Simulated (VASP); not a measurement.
Input of a VASP 6.6.1 run:

INCAR

```
SYSTEM = Ga2Te2O
PREC = Accurate
ENCUT = 520
EDIFF = 1E-6
ISMEAR = 0
SIGMA = 0.02
LREAL = .False.
LASPH = .True.
NELM = 80
ALGO = Normal
ISIF = 2
LWAVE = .False.
LCHARG = .True.
GGA = PE
LELF = .True.
LVHAR = .True.
NBANDS = 30
```

The input KPOINTS:

```
regular mesh
0
Gamma
  6 6 4
  0 0 0
```

Contents of POSCAR:

```
Ga2Te2O
1.0
    4.1704643764      0.0000000000      0.0000000000
   -2.0852321882      3.6117280955      0.0000000000
    0.0000000000      0.0000000000     10.0916421775
Ga Te O
2 2 1
Direct
    0.0000000000      0.0000000000      0.1756149064
    0.0000000000      0.0000000000      0.8243850936
    0.6666666667      0.3333333333      0.7050456761
    0.3333333333      0.6666666667      0.2949543239
    0.0000000000      0.0000000000      0.0000000000
```

Potentials or basis: VASP PAW PBE potentials, release 64 (Ga_d, Te, O).

Command:

```sh
$ cat potpaw_PBE.64/Ga_d/POTCAR potpaw_PBE.64/Te/POTCAR potpaw_PBE.64/O/POTCAR > POTCAR
$ mpirun -np 1 vasp_std > vasp.out
```

**Question.** What does it give for the largest force?

**Answer.** 0.019 eV/Å.

**Question.** Estimate the pressure.

**Answer.** 0.1 GPa.

**Question.** What does it give for the band gap on the k mesh?

**Answer.** 1.34 eV.

Forces on the atoms (eV/Å):
```
Ga   0.000  0.000 -0.011
Ga   0.000  0.000  0.011
Te   0.000  0.000 -0.019
Te   0.000  0.000  0.019
O    0.000  0.000  0.000
```

Caveat: spin-orbit coupling is left out, which moves the levels of the heavy elements; this functional lacks dispersion, which binds the layers, so the pressure and a relaxed spacing across them are unreliable. A k mesh can miss the band edges.
